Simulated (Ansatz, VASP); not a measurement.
PbF2: VASP beside Ansatz

```
Pb F
1.0
     0.00000    2.59440    3.89160
     2.59440    0.00000    3.89160
     2.59440    2.59440    0.00000
Pb F
1 2
Direct
  0.00000 0.00000 0.00000
  0.25000 0.25000 0.25000
  0.75000 0.75000 0.75000
```

Alike in both runs: task single point; functional PBE; k mesh 8 × 8 × 8; occupations gaussian, width 0.05 eV; no spin polarisation.

```csv
,VASP,Ansatz
version,VASP 6.6.1,Ansatz 0.2.0
potentials or method,"VASP PAW PBE potentials, release 64 (Pb_d, F), cutoff 520 eV","scalar-relativistic, plane waves, PAW"
valence electrons in the cell,28,28
```

```tsv
	VASP	Ansatz	Ansatz less VASP
gap on the k mesh at the Fermi level (eV)	2.40	2.41	+0.005
least direct gap on the mesh (eV)	2.48	2.50	+0.017
pressure (GPa)	-2.3	-2.1	+0.21
traceless stress, the component that is largest in VASP (GPa)	-22.53	-22.55	-0.016
```

With one functional, cell and mesh, what is left measures potentials, basis and numerics.

Spin-orbit coupling is off throughout.
